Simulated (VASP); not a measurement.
Runs of VASP 6.6.1 on CaO. The structure is that of space group Fm-3m (No. 225), or close to it. The cells are those of the table. 

```csv
cell,gap on the mesh (eV),pressure (GPa)
"a = 3.447 Å, angles 60.0°, 2 atoms",3.64,(c)
"a = 3.402 Å, angles 60.0°, 2 atoms",3.63,1.8
"a = 3.490 Å, angles 60.0°, 2 atoms",3.64,-5.6
"a = 3.356 Å, angles 60.0°, 2 atoms",3.61,6.9
"a = 3.309 Å, angles 60.0°, 2 atoms",(a),(b)
```

Alike in all rows: task single point; level PBE; potentials or basis VASP PAW PBE potentials, release 64 (Ca_sv, O); no spin polarisation; k mesh 4 × 4 × 4; cutoff (eV) 600; smearing gaussian 0.01 eV.

**Question.** Fill in the values left out.

**Answer.** (a) 3.59; (b) 13.2; (c) -2.3.

Caveats: all runs use coarse meshes.

A k mesh can miss the band edges.
